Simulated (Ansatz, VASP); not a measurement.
## Ca: VASP beside Ansatz

```
Ca
1.0
     3.47734    0.00000    0.00000
     0.00000    3.47734    0.00000
     0.00000    0.00000    3.47734
Ca
1
Direct
  0.00000 0.00000 0.00000
```

Alike in both runs: task single point; functional PBE; k mesh 15 × 15 × 15; occupations fermi-dirac, width 0.1 eV; no spin polarisation.

|  | VASP | Ansatz |
| --- | --- | --- |
| version | VASP 6.6.1 | Ansatz 0.2.0 |
| potentials or method | VASP PAW PBE potentials, release 64 (Ca_sv), cutoff 520 eV | plane waves (420 eV) with PAW, scalar-relativistic |
| valence electrons in the cell | 10 | 10 |

|  | VASP | Ansatz | Ansatz less VASP |
| --- | --- | --- | --- |
| pressure (GPa) | 0.5 | 0.5 | 0.00 |

The functional is the same, so the differences come from potentials, cutoffs and numerics.
